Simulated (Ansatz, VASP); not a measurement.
# BN: VASP beside Ansatz

```
CELL_PARAMETERS angstrom
2.67075 0.00000 0.00000
-1.33537 2.15498 0.00000
0.00000 0.00000 6.25690
ATOMIC_POSITIONS crystal
B 0.33333 0.66667 0.25000
B 0.66667 0.33333 0.75000
N 0.33333 0.66667 0.75000
N 0.66667 0.33333 0.25000
```

Change from the starting cell: normal strain along x +0.0733, normal strain along z -0.0367.

Alike in both runs: task relaxation of the atoms; functional LDA; k mesh 12 × 12 × 4; occupations gaussian, width 0.05 eV; no spin polarisation.

|  | VASP | Ansatz |
| --- | --- | --- |
| version | VASP 6.6.1 | Ansatz 0.2.0 |
| potentials or method | VASP PAW LDA potentials, release 64 (B, N), cutoff 520 eV | scalar-relativistic, plane waves, PAW |
| valence electrons in the cell | 16 | 16 |

VASP gave:

| Property | Result |
| --- | --- |
| gap on the k mesh at the Fermi level, each at its own relaxed structure (eV) | 3.62 |

Problem. Which values does Ansatz return?

Solution. gap on the k mesh at the Fermi level, each at its own relaxed structure (eV): 3.63.

Ansatz warns that its potentials were made for another functional, while VASP's fit it. LDA's correlation is that of Perdew and Zunger in VASP and of Perdew and Wang (1992) in Ansatz. Ansatz's warnings: stress scf threshold loose.
